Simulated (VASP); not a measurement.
# Na (Im-3m) in VASP: further runs

The runs below take Na through single point, relaxation of cell and atoms, with PBE+D3(BJ).

Everything below comes from runs of VASP 6.6.1. Logs are shortened: lines on timing, memory, paths and dates and some standing lists are left out, and cuts for length are marked.

**1. The cell of the first run**

Symmetry: Im-3m, No. 229, cubic system. Conventional cell: a = 4.100 Å, b = 4.100 Å, c = 4.100 Å, α = 90.00°, β = 90.00°, γ = 90.00°. Within 4.7 Å of Na (site symmetry m-3m) lie 14 Na at 3.55 to 4.10 Å.

**2. Single point, PBE+D3(BJ)**

Input file INCAR:

```
  PREC = Accurate
  ENCUT = 500
  EDIFF = 1E-6
  ISMEAR = 0
  SIGMA = 0.1
  LREAL = F
  LASPH = T
  NELM = 120
  ALGO = Normal
  ISIF = 2
  LWAVE = F
  LCHARG = F
  GGA = PE
  IVDW = 12
  NBANDS = 10
  GGA_COMPAT = F
```

Input file KPOINTS:

```
Automatic mesh
0
Gamma
  6 6 6
```

Input file POSCAR:

```
Na
1.0
   -2.0500000000      2.0500000000      2.0500000000
    2.0500000000     -2.0500000000      2.0500000000
    2.0500000000      2.0500000000     -2.0500000000
Na
1
Direct
    0.0000000000      0.0000000000      0.0000000000
```

Potentials or basis: VASP PAW PBE potentials, release 64 (Na_pv).

On the command line:

```console
$ cat potpaw_PBE.64/Na_pv/POTCAR > POTCAR
$ mpirun -np 1 vasp_std > vasp.out
```

OUTCAR:

```text
PREC = Accurate
   ENCUT = 500
   EDIFF = 1E-6
   ISMEAR = 0
   LREAL = F
   LASPH = T
   NELM = 120
   ISIF = 2
   GGA = PE
   IVDW = 12
 IVDW          = 12

 ion  position               nearest neighbor table
   1  0.000  0.000  0.000-

  LATTYP: Found a body centered cubic cell.
 ALAT       =     4.1000000000

  Lattice vectors:

 A1 = (  -2.0500000000,   2.0500000000,   2.0500000000)
 A2 = (   2.0500000000,  -2.0500000000,   2.0500000000)
 A3 = (   2.0500000000,   2.0500000000,  -2.0500000000)

Analysis of symmetry for initial positions (statically):
=====================================================================
 Subroutine PRICEL returns:
 Original cell was already a primitive cell.

 Routine SETGRP: Setting up the symmetry group for a
 body centered cubic supercell.

 Subroutine GETGRP returns: Found 48 space group operations
 (whereof 48 operations were pure point group operations)
 out of a pool of 48 trial point group operations.

The static configuration has the point symmetry O_h .

Analysis of symmetry for dynamics (positions and initial velocities):
=====================================================================
 Subroutine PRICEL returns:
 Original cell was already a primitive cell.

 Routine SETGRP: Setting up the symmetry group for a
 body centered cubic supercell.

 Subroutine GETGRP returns: Found 48 space group operations
 (whereof 48 operations were pure point group operations)
 out of a pool of 48 trial point group operations.

The dynamic configuration has the point symmetry O_h .

 Subroutine INISYM returns: Found 48 space group operations
 (whereof 48 operations are pure point group operations),
 and found     1 'primitive' translations

----------------------------------------------------------------------------------------

                                     Primitive cell

  volume of cell :      34.4605

  direct lattice vectors                    reciprocal lattice vectors
    -2.050000000  2.050000000  2.050000000     0.000000000  0.243902439  0.243902439
     2.050000000 -2.050000000  2.050000000     0.243902439  0.000000000  0.243902439
     2.050000000  2.050000000 -2.050000000     0.243902439  0.243902439  0.000000000

  length of vectors
     3.550704156  3.550704156  3.550704156     0.344930137  0.344930137  0.344930137

  position of ions in fractional coordinates (direct lattice)
     0.000000000  0.000000000  0.000000000

  ion indices of the primitive-cell ions
   primitive index   ion index
                 1           1

----------------------------------------------------------------------------------------
[... 70 lines left out ...]
   TEBEG  =    0.0;   TEEND  =   0.0 temperature during run
   PSTRESS=    0.0 pullay stress
   NELECT =       7.0000    total number of electrons
   NUPDOWN=      -1.0000    fix difference up-down
   EMIN   =  10.00;   EMAX   =-10.00  energy-range for DOS
   EFERMI =   0.00;   METHOD = LEGACY
   ISMEAR =     0;   SIGMA  =   0.10  broadening in eV -4-tet -1-fermi 0-gaus
   EFERMI_NEDOS =   21; number of points for ismear=-14 and -15
   IALGO  =     38    algorithm
   IMIX   =      4    mixing-type and parameters
     AMIX     =   0.40;   BMIX     =  1.00
     AMIX_MAG =   1.60;   BMIX_MAG =  1.00
  volume/ion in A,a.u.               =      34.46       232.55
  Fermi-wavevector in a.u.,A,eV,Ry     =   0.962351  1.818580 12.600629  0.926120
  Thomas-Fermi vector in A             =   2.091803
   LORBIT       =      0    0 simple, 1 ext, 2 COOP (PROOUT), +10 PAW based schemes
   GGA     = PE    functional components
   LHFCALC =     F    Hartree Fock is set to
   AEXX    =    0.0000 exact exchange contribution
   IVDW    =    12    specifies the selected vdW correction
   LEPSILON=     F    determine dielectric tensor
   LRPA    =     F    only Hartree local field effects (RPA)
 non-spin polarized calculation
 Gauss-broadening in eV      SIGMA  =   0.10
  energy-cutoff  :      500.00
  volume of cell :       34.46
 maximum number of plane-waves:       893
 NGX is ok and might be reduce to    28
   NGX = 13   NGY = 13   NGZ = 13

 number of electron       6.9999992 magnetization

 Free energy of the ion-electron system (eV)
  ---------------------------------------------------
  ext. energy  EPLUGINS =         0.00000000
  ---------------------------------------------------
  free energy    TOTEN  =        -1.27416854 eV

  energy without entropy =       -1.26178517  energy(sigma->0) =       -1.26797686

 E-fermi :   0.5794     XC(G=0):  -6.6961

 val. band max:        0.1112581513   @ k =   0.1667   0.1667   0.1667
 cond. band min:       0.5904782706   @ k =   0.3333   0.1667   0.0000
 fundamental gap:      0.4792201192
 Fermi energy:         0.5793547254

 k-point     1 :       0.0000    0.0000    0.0000
  band No.  band energies     occupation
      1     -24.3013      2.00000
      2     -24.3013      2.00000
      3     -24.3013      2.00000
      4      -2.8881      2.00000
      5      12.7619      0.00000
      6      12.7619      0.00000
      7      12.7619      0.00000
      8      13.8052      0.00000
      9      13.8052      0.00000
     10      14.3942      0.00000
[... 183 lines left out ...]
 k-point    16 :       0.5000    0.5000    0.5000
  band No.  band energies     occupation
      1     -24.3344      2.00000
      2     -24.3344      2.00000
      3     -24.3344      2.00000
      4       5.1843      0.00000
      5       5.1843      0.00000
      6       5.7018      0.00000
      7       5.7018      0.00000
      8       5.7018      0.00000
      9       8.8527      0.00000
     10      20.8529      0.00000

------------------------ aborting loop because EDIFF is reached ----------------------------------------

 Edisp (eV)   -0.16541

 E8    (eV) :    -0.0806

  FORCE on cell =-STRESS in cart. coord.  units (eV):
  Direction    XX          YY          ZZ          XY          YZ          ZX
  --------------------------------------------------------------------------------------
  -------------------------------------------------------------------------------------
  Total      -0.01174    -0.01174    -0.01174     0.00000     0.00000     0.00000
  in kB      -0.54584    -0.54584    -0.54584     0.00000     0.00000     0.00000
  external pressure =       -0.55 kB  Pullay stress =        0.00 kB

 VOLUME and BASIS-vectors are now :
 -----------------------------------------------------------------------------
  energy-cutoff  :      500.00
  volume of cell :       34.46
      direct lattice vectors                 reciprocal lattice vectors
    -2.050000000  2.050000000  2.050000000     0.000000000  0.243902439  0.243902439
     2.050000000 -2.050000000  2.050000000     0.243902439  0.000000000  0.243902439
     2.050000000  2.050000000 -2.050000000     0.243902439  0.243902439  0.000000000

 POSITION                                       TOTAL-FORCE (eV/Angst)
 -----------------------------------------------------------------------------------
      0.00000      0.00000      0.00000         0.000000      0.000000      0.000000
 -----------------------------------------------------------------------------------
    total drift:                                0.000000     -0.000000     -0.000000

  FREE ENERGIE OF THE ION-ELECTRON SYSTEM (eV)
  ---------------------------------------------------
  free  energy   TOTEN  =        -1.4395768641 eV

  energy  without entropy=       -1.4271934931  energy(sigma->0) =       -1.43338518
```

stdout:

```text
POSCAR found type information on POSCAR Na
 POSCAR found :  1 types and       1 ions
 scaLAPACK will be used
 LDA part: xc-table for (Slater+PW92), standard interpolation
 POSCAR, INCAR and KPOINTS ok, starting setup
 FFT: planning ... GRIDC
 FFT: planning ... GRID_SOFT
 FFT: planning ... GRID
 WAVECAR not read
 entering main loop
```

Run time: 2.3 s. Hardware: 1 thread of Intel Xeon Platinum 8559C (Emerald Rapids), shared host; peak memory 0.15 GiB.

What came out:

```
Free energy                : -1.4396 eV
Pressure                   : -0.1 GPa
Band gap on the k mesh     : zero (an odd number of electrons rules out a gap without spin polarisation)
Dispersion energy per atom : -0.165 eV
```

Levels at points of the mesh, in eV from the Fermi level:
```csv
k point,band 1,band 2,band 3,band 4,band 5,band 6,band 7,band 8
"(0.00, 0.00, 0.00)",-24.88,-24.88,-24.88,-3.47,12.18,12.18,12.18,13.23
"(0.50, 0.00, 0.00)",-24.93,-24.90,-24.88,0.75,1.27,8.48,9.64,9.66
"(0.50, 0.50, 0.50)",-24.91,-24.91,-24.91,4.60,4.60,5.12,5.12,5.12
```

Caveat: the k points lie up to 0.36 Å⁻¹ apart, too coarse for converged energies and pressures of a metal.

**3. Single point, PBE+D3(BJ)**

This run uses another cell than the first one, of 33.96 Å³/atom.

Input file INCAR:

```
SYSTEM = Na
PREC = Accurate ; ENCUT = 500
EDIFF = 1E-6 ; ISMEAR = 0
SIGMA = 0.1 ; LREAL = .FALSE.
LASPH = .TRUE. ; NELM = 120
ALGO = Normal ; ISIF = 2
LWAVE = .FALSE. ; LCHARG = .FALSE.
GGA = PE ; IVDW = 12
NBANDS = 10 ; GGA_COMPAT = .FALSE.
```

Input file KPOINTS:

```
regular mesh
0
G
  14 14 14
  0 0 0
```

Input file POSCAR:

```
Na
1.0
   -2.0400641152      2.0400641152      2.0400641152
    2.0400641152     -2.0400641152      2.0400641152
    2.0400641152      2.0400641152     -2.0400641152
Na
1
Direct
    0.0000000000      0.0000000000      0.0000000000
```

Potentials or basis: VASP PAW PBE potentials, release 64 (Na_pv).

On the command line:

```console
$ cat potpaw_PBE.64/Na_pv/POTCAR > POTCAR
$ mpirun -np 1 vasp_std > vasp.out
```

Run time: 8.9 s. Hardware: 1 thread of Intel Xeon Platinum 8559C (Emerald Rapids), shared host; peak memory 0.17 GiB.

The run converged. Its results:

```yaml
Free_energy: -1.4730 eV
Pressure: -0.1 GPa
Band_gap_on_the_k_mesh: zero (an odd number of electrons rules out a gap without spin polarisation)
Dispersion_energy_per_atom: -0.168 eV
```

Levels at points of the mesh, in eV from the Fermi level:
| k point | band 1 | band 2 | band 3 | band 4 | band 5 | band 6 |
| --- | --- | --- | --- | --- | --- | --- |
| (0.00, 0.00, 0.00) | -24.81 | -24.81 | -24.81 | -3.44 | 12.34 | 12.34 |
| (0.50, 0.00, 0.00) | -24.86 | -24.83 | -24.81 | 0.81 | 1.34 | 8.60 |
| (0.50, 0.50, 0.50) | -24.85 | -24.85 | -24.85 | 4.69 | 4.69 | 5.23 |

**4. Relaxation of cell and atoms, PBE+D3(BJ)**

Input file INCAR:

```
SYSTEM = Na
PREC     = Accurate       ! precision mode
ENCUT    = 500            ! plane-wave cutoff, eV
EDIFF    = 1E-7           ! SCF threshold, eV
ISMEAR   = 0              ! smearing method
SIGMA    = 0.1            ! smearing width, eV
LREAL    = .FALSE.        ! projectors in reciprocal space
LASPH    = .TRUE.         ! aspherical terms in the spheres
NELM     = 120            ! most SCF steps
ALGO     = Normal         ! electronic algorithm
ISIF     = 3              ! what is computed and relaxed
LWAVE    = .FALSE.        ! write WAVECAR
LCHARG   = .FALSE.        ! write CHGCAR
GGA      = PE             ! functional
IVDW     = 12             ! dispersion correction
IBRION   = 2              ! ionic algorithm
NSW      = 100            ! ionic steps
EDIFFG   = -0.005         ! ionic threshold
GGA_COMPAT= .FALSE.      
NELMIN   = 4
```

KPOINTS is that of step 3.

Input file POSCAR:

```
Na
1.0
   -2.0500000000      2.0500000000      2.0500000000
    2.0500000000     -2.0500000000      2.0500000000
    2.0500000000      2.0500000000     -2.0500000000
Na
1
Direct
    0.0000000000      0.0000000000      0.0000000000
```

On the command line:

```console
$ cat potpaw_PBE.64/Na_pv/POTCAR > POTCAR
$ mpirun -np 1 vasp_std > vasp.out
```

Run time: 24 s. Hardware: 1 thread of Intel Xeon Platinum 8559C (Emerald Rapids), shared host; peak memory 0.17 GiB.

It converged, with:

* Free energy: -1.4730 eV
* Relaxed volume: 33.91 Å³/atom
* Relaxed cell: a = 3.532 Å, b = 3.532 Å, c = 3.532 Å, α = 109.47°, β = 109.47°, γ = 109.47°
* Space group after relaxing (to 0.1 Å): Im-3m (No. 229)
* Energy gained by relaxing: 0.2 meV/atom
* Ionic steps: 5
* Pressure after relaxing: 0.0 GPa
* Band gap on the k mesh: zero (an odd number of electrons rules out a gap without spin polarisation)
* Dispersion energy per atom: -0.168 eV

The path:
```csv
step,energy change (eV),largest force (eV/Å),pressure (GPa),volume (Å³)
1,0.0000,0.0000,-0.17,34.46
2,-0.0001,0.0000,-0.10,34.28
3,-0.0002,0.0000,-0.04,34.04
4,-0.0001,0.0000,0.10,33.57
5,-0.0002,0.0000,0.00,33.91
```

Final structure:
```
Na
1.0
    -2.03906    2.03906    2.03906
     2.03906   -2.03906    2.03906
     2.03906    2.03906   -2.03906
Na
1
Direct
  0.00000 0.00000 0.00000
```

Levels at points of the mesh, in eV from the Fermi level:
```tsv
k point	band 1	band 2	band 3	band 4	band 5	band 6	band 7
(0.00, 0.00, 0.00)	-24.81	-24.81	-24.81	-3.45	12.35	12.35	12.35
(0.50, 0.00, 0.00)	-24.86	-24.83	-24.81	0.81	1.34	8.60	9.81
(0.50, 0.50, 0.50)	-24.85	-24.85	-24.85	4.69	4.69	5.24	5.24
```

**5. Summary**

| task | cell | k mesh | gap on the mesh (eV) | pressure (GPa) |
| --- | --- | --- | --- | --- |
| single point | a = 3.551 Å, angles 109.5°, 1 atom | 6 × 6 × 6 | none | -0.1 |
| single point | a = 3.533 Å, angles 109.5°, 1 atom | 14 × 14 × 14 | none | -0.1 |
| relaxation of cell and atoms | relaxed from a = 3.551 Å, angles 109.5°, 1 atom | 14 × 14 × 14 | none | 0.0 |

Alike in all rows: level PBE+D3(BJ); potentials or basis VASP PAW PBE potentials, release 64 (Na_pv); no spin polarisation; cutoff (eV) 500; smearing gaussian 0.1 eV.

Caveats: some runs use coarse meshes.

Absolute energies hang on the potentials; compare differences alone.

The gap in the log of VASP goes by the Fermi energy; the results here count the filled bands.